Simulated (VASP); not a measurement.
# Cu (Fm-3m) in VASP: notebook, part 2 of 2

VASP 6.6.1.

**4. Single point, PBE (volume scaled by 0.75)**

INCAR

```
  PREC = Accurate
  ENCUT = 520
  EDIFF = 1E-6
  ISMEAR = -1
  SIGMA = 0.05
  LREAL = F
  LASPH = T
  NELM = 60
  ALGO = Normal
  ISIF = 2
  LWAVE = F
  LCHARG = F
  GGA = PE
  NBANDS = 12
```

KPOINTS

```
regular mesh
0
Gamma
  18 18 18
```

POSCAR

```
Cu
1.0
    0.0000000000      1.6493106784      1.6493106784
    1.6493106784      0.0000000000      1.6493106784
    1.6493106784      1.6493106784      0.0000000000
Cu
1
Direct
    0.0000000000      0.0000000000      0.0000000000
```

Potentials or basis: VASP PAW PBE potentials, release 64 (Cu).

Command:

```console
cat potpaw_PBE.64/Cu/POTCAR > POTCAR
mpirun -np 1 vasp_std > vasp.out
```

OUTCAR:

```text
PREC = Accurate
   ENCUT = 520
   EDIFF = 1E-6
   ISMEAR = -1
   LREAL = F
   LASPH = T
   NELM = 60
   ISIF = 2
   GGA = PE

 ion  position               nearest neighbor table
   1  0.000  0.000  0.000-

  LATTYP: Found a face centered cubic cell.
 ALAT       =     3.2986213568

  Lattice vectors:

 A1 = (   0.0000000000,   1.6493106784,   1.6493106784)
 A2 = (   1.6493106784,   0.0000000000,   1.6493106784)
 A3 = (   1.6493106784,   1.6493106784,   0.0000000000)

Analysis of symmetry for initial positions (statically):
[... 528 lines left out ...]
      4       7.7894      2.00000
      5       8.6718      2.00000
      6       9.0485      2.00000
      7      27.1180      0.00000
      8      34.8106      0.00000
      9      38.6414      0.00000
     10      41.1134      0.00000
     11      43.6513      0.00000
     12      43.9780      0.00000

 [... further k-points ...]
[... 5 lines left out ...]
  --------------------------------------------------------------------------------------
  -------------------------------------------------------------------------------------
  Total        4.6640689      4.6640689      4.6640689     -0.0000000      0.0000000      0.0000000
  in kB      832.7950465    832.7950465    832.7950465     -0.0000000      0.0000000      0.0000000
  external PRESSURE =     832.7950465 kB  Pullay stress =       0.0000000 kB

 VOLUME and BASIS-vectors are now :
 -----------------------------------------------------------------------------
  energy-cutoff  :      520.00
  volume of cell :        8.97
      direct lattice vectors                 reciprocal lattice vectors
     0.000000000  1.649310678  1.649310678    -0.303156953  0.303156953  0.303156953
     1.649310678  0.000000000  1.649310678     0.303156953 -0.303156953  0.303156953
     1.649310678  1.649310678  0.000000000     0.303156953  0.303156953 -0.303156953

 POSITION                                       TOTAL-FORCE (eV/Angst)
 -----------------------------------------------------------------------------------
      0.00000      0.00000      0.00000         0.000000      0.000000      0.000000
 -----------------------------------------------------------------------------------
    total drift:                                0.000000     -0.000000      0.000000

  FREE ENERGIE OF THE ION-ELECTRON SYSTEM (eV)
  ---------------------------------------------------
  free  energy   TOTEN  =        -3.1365077080 eV

  energy  without entropy=       -3.1340208040  energy(sigma->0) =       -3.13526426
```

stdout:

```text
POSCAR found type information on POSCAR Cu
 POSCAR found :  1 types and       1 ions
 scaLAPACK will be used
 LDA part: xc-table for (Slater+PW92), standard interpolation
 POSCAR, INCAR and KPOINTS ok, starting setup
 FFT: planning ... GRIDC
 FFT: planning ... GRID_SOFT
 FFT: planning ... GRID
 WAVECAR not read
 entering main loop
```

Wall time 12 s (1 thread of AMD EPYC 9R45 (Zen 5), shared host); peak memory 0.1 GiB.

What came out:

| Item | Value |
| --- | --- |
| Free energy | -3.1365 eV |
| Pressure | 83.3 GPa |

**5. Single point, PBE (volume scaled by 0.85)**

INCAR

```
PREC = Accurate ; ENCUT = 520
EDIFF = 1E-6 ; ISMEAR = -1
SIGMA = 0.05 ; LREAL = F
LASPH = T ; NELM = 60
ALGO = Normal ; ISIF = 2
LWAVE = F ; LCHARG = T
GGA = PE ; LELF = T
LVHAR = T ; NBANDS = 12
```

KPOINTS

```
Automatic mesh
0
Gamma
  18 18 18
```

POSCAR

```
Cu
1.0
    0.0000000000      1.7195772532      1.7195772532
    1.7195772532      0.0000000000      1.7195772532
    1.7195772532      1.7195772532      0.0000000000
Cu
1
Direct
    0.0000000000      0.0000000000      0.0000000000
```

Command:

```console
cat potpaw_PBE.64/Cu/POTCAR > POTCAR
mpirun -np 1 vasp_std > vasp.out
```

Run time: 13 s. Hardware: 1 thread of AMD EPYC 9R45 (Zen 5), shared host; peak memory 0.1 GiB.

The run converged. Its results:

```yaml
Free_energy: -3.5593 eV
Pressure: 34.7 GPa
```

Levels at points of the mesh, in eV from the Fermi level:
```csv
k point,band 4,band 5,band 6,band 7,band 8,band 9
"(0.00, 0.00, 0.00)",-3.52,-2.48,-2.48,23.79,27.63,27.63
"(0.50, 0.00, 0.00)",-1.77,-1.77,-1.45,4.59,22.21,24.52
"(0.50, 0.50, 0.00)",-1.59,-1.59,1.40,8.24,14.31,14.31
```

**6. Single point, PBE (volume scaled by 0.95)**

INCAR

```
PREC = Accurate
ENCUT = 520
EDIFF = 1E-6
ISMEAR = -1
SIGMA = 0.05
LREAL = False
LASPH = True
NELM = 100
ALGO = Normal
ISIF = 2
LWAVE = False
LCHARG = False
GGA = PE
NBANDS = 12
```

KPOINTS is that of step 5.

POSCAR

```
Cu
1.0
    0.0000000000      1.7845275267      1.7845275267
    1.7845275267      0.0000000000      1.7845275267
    1.7845275267      1.7845275267      0.0000000000
Cu
1
Direct
    0.0000000000      0.0000000000      0.0000000000
```

Potentials or basis: VASP PAW PBE potentials, release 64 (Cu).

Command:

```console
cat potpaw_PBE.64/Cu/POTCAR > POTCAR
mpirun -np 1 vasp_std > vasp.out
```

OUTCAR:

```text
PREC = Accurate
   ENCUT = 520
   EDIFF = 1E-6
   ISMEAR = -1
   LREAL = False
   LASPH = True
   NELM = 100
   ISIF = 2
   GGA = PE

 ion  position               nearest neighbor table
   1  0.000  0.000  0.000-

  LATTYP: Found a face centered cubic cell.
 ALAT       =     3.5690550534

  Lattice vectors:

 A1 = (   0.0000000000,   1.7845275267,   1.7845275267)
 A2 = (   1.7845275267,   0.0000000000,   1.7845275267)
 A3 = (   1.7845275267,   1.7845275267,   0.0000000000)

Analysis of symmetry for initial positions (statically):
=====================================================================
 Subroutine PRICEL returns:
 Original cell was already a primitive cell.

 Routine SETGRP: Setting up the symmetry group for a
 face centered cubic supercell.

 Subroutine GETGRP returns: Found 48 space group operations
 (whereof 48 operations were pure point group operations)
 out of a pool of 48 trial point group operations.

The static configuration has the point symmetry O_h .

Analysis of symmetry for dynamics (positions and initial velocities):
=====================================================================
 Subroutine PRICEL returns:
 Original cell was already a primitive cell.

 Routine SETGRP: Setting up the symmetry group for a
 face centered cubic supercell.

 Subroutine GETGRP returns: Found 48 space group operations
 (whereof 48 operations were pure point group operations)
 out of a pool of 48 trial point group operations.

The dynamic configuration has the point symmetry O_h .

 Subroutine INISYM returns: Found 48 space group operations
 (whereof 48 operations are pure point group operations),
 and found     1 'primitive' translations

----------------------------------------------------------------------------------------

                                     Primitive cell
[... 106 lines left out ...]
   IALGO  =     38    algorithm
   IMIX   =      4    mixing-type and parameters
     AMIX     =   0.40;   BMIX     =  1.00
     AMIX_MAG =   1.60;   BMIX_MAG =  1.00
  volume/ion in A,a.u.               =      11.37        76.70
  Fermi-wavevector in a.u.,A,eV,Ry     =   1.619344  3.060117 35.678222  2.622275
  Thomas-Fermi vector in A             =   2.713460
   LORBIT       =      0    0 simple, 1 ext, 2 COOP (PROOUT), +10 PAW based schemes
   GGA     = PE    functional components
   LHFCALC =     F    Hartree Fock is set to
   AEXX    =    0.0000 exact exchange contribution
   IVDW    =     0    specifies the selected vdW correction
   LEPSILON=     F    determine dielectric tensor
   LRPA    =     F    only Hartree local field effects (RPA)
 non-spin polarized calculation
  energy-cutoff  :      520.00
  volume of cell :       11.37
 maximum number of plane-waves:       331
   NGX =  9   NGY =  9   NGZ =  9

 number of electron      11.0000013 magnetization

 Free energy of the ion-electron system (eV)
  ---------------------------------------------------
  ext. energy  EPLUGINS =         0.00000000
  ---------------------------------------------------
  free energy    TOTEN  =        -3.71269697 eV

  energy without entropy =       -3.71008930  energy(sigma->0) =       -3.71139314

 E-fermi :   8.0503     XC(G=0): -12.9497

 val. band max:        8.0415398643   @ k =   0.5000   0.1111   0.0000
 cond. band min:       8.0736895026   @ k =   0.5000   0.2778   0.1111
 fundamental gap:      0.0321496383
 Fermi energy:         8.0502868433

 k-point     1 :       0.0000    0.0000    0.0000
  band No.  band energies     occupation
      1      -1.5763      2.00000
      2       4.9273      2.00000
      3       4.9273      2.00000
      4       4.9273      2.00000
      5       5.8001      2.00000
      6       5.8001      2.00000
      7      30.9716      0.00000
      8      33.9173      0.00000
      9      33.9173      0.00000
     10      33.9173      0.00000
     11      36.4473      0.00000
     12      36.4473      0.00000
[... 331 lines left out ...]
 k-point    24 :      -0.2222    0.0556    0.0000
  band No.  band energies     occupation
      1       0.5496      2.00000
      2       4.6150      2.00000
      3       5.0923      2.00000
      4       5.1334      2.00000
      5       5.7483      2.00000
      6       6.0071      2.00000
      7      21.3855      0.00000
      8      28.4936      0.00000
      9      32.1702      0.00000
     10      33.4576      0.00000
     11      36.0064      0.00000
     12      36.6022      0.00000

 [... further k-points ...]
[... 5 lines left out ...]
  --------------------------------------------------------------------------------------
  -------------------------------------------------------------------------------------
  Total        0.6207837      0.6207837      0.6207837     -0.0000000      0.0000000      0.0000000
  in kB       87.5086743     87.5086743     87.5086743     -0.0000000      0.0000000      0.0000000
  external PRESSURE =      87.5086743 kB  Pullay stress =       0.0000000 kB

 VOLUME and BASIS-vectors are now :
 -----------------------------------------------------------------------------
  energy-cutoff  :      520.00
  volume of cell :       11.37
      direct lattice vectors                 reciprocal lattice vectors
     0.000000000  1.784527527  1.784527527    -0.280186208  0.280186208  0.280186208
     1.784527527  0.000000000  1.784527527     0.280186208 -0.280186208  0.280186208
     1.784527527  1.784527527  0.000000000     0.280186208  0.280186208 -0.280186208

 POSITION                                       TOTAL-FORCE (eV/Angst)
 -----------------------------------------------------------------------------------
      0.00000      0.00000      0.00000         0.000000      0.000000     -0.000000
 -----------------------------------------------------------------------------------
    total drift:                               -0.000000     -0.000000     -0.000000

  FREE ENERGIE OF THE ION-ELECTRON SYSTEM (eV)
  ---------------------------------------------------
  free  energy   TOTEN  =        -3.7126969701 eV

  energy  without entropy=       -3.7100893045  energy(sigma->0) =       -3.71139314
```

OSZICAR:

```text
N       E                     dE             d eps       ncg     rms          rms(c)
DAV:   1     0.412048860007E+02    0.41205E+02   -0.53904E+03  5276   0.156E+03
DAV:   2    -0.339581347608E+01   -0.44601E+02   -0.41243E+02  4808   0.203E+02
DAV:   3    -0.462438972032E+01   -0.12286E+01   -0.12233E+01  5444   0.386E+01
DAV:   4    -0.463156480986E+01   -0.71751E-02   -0.71742E-02  5252   0.260E+00
DAV:   5    -0.463162800100E+01   -0.63191E-04   -0.63190E-04  5644   0.251E-01    0.772E+00
DAV:   6    -0.406534848871E+01    0.56628E+00   -0.13939E+01  5556   0.715E+01    0.370E+00
DAV:   7    -0.372650418744E+01    0.33884E+00   -0.21298E+00  5608   0.278E+01    0.622E-01
DAV:   8    -0.371401953826E+01    0.12485E-01   -0.43529E-03  5456   0.803E-01    0.275E-01
DAV:   9    -0.371269580317E+01    0.13237E-02   -0.79535E-03  5908   0.156E+00    0.301E-02
DAV:  10    -0.371269793125E+01   -0.21281E-05   -0.43362E-05  6816   0.111E-01    0.664E-03
DAV:  11    -0.371269697012E+01    0.96112E-06   -0.37824E-07  3964   0.103E-02
   1 F= -.37126970E+01 E0= -.37113931E+01  d E =-.260767E-02
```

stdout:

```text
POSCAR found type information on POSCAR Cu
 POSCAR found :  1 types and       1 ions
 scaLAPACK will be used
 LDA part: xc-table for (Slater+PW92), standard interpolation
 POSCAR, INCAR and KPOINTS ok, starting setup
 FFT: planning ... GRIDC
 FFT: planning ... GRID_SOFT
 FFT: planning ... GRID
 WAVECAR not read
 entering main loop
```

Run time: 14 s. Hardware: 1 thread of AMD EPYC 9R45 (Zen 5), shared host; peak memory 0.11 GiB.

What came out:

| Quantity | Value |
| --- | --- |
| Free energy | -3.7127 eV |
| Pressure | 8.8 GPa |

**7. The runs side by side**

```csv
cell,gap on the mesh (eV),pressure (GPa)
"a = 2.224 Å, angles 60.0°, 1 atom",none,177.3
"a = 2.332 Å, angles 60.0°, 1 atom",none,83.3
"a = 2.432 Å, angles 60.0°, 1 atom",none,34.7
"a = 2.524 Å, angles 60.0°, 1 atom",none,8.8
```

Alike in all rows: task single point; level PBE; potentials or basis VASP PAW PBE potentials, release 64 (Cu); no spin polarisation; k mesh 18 × 18 × 18; cutoff (eV) 520; smearing fermi-dirac 0.05 eV.

Absolute energies hang on the potentials; compare differences alone.
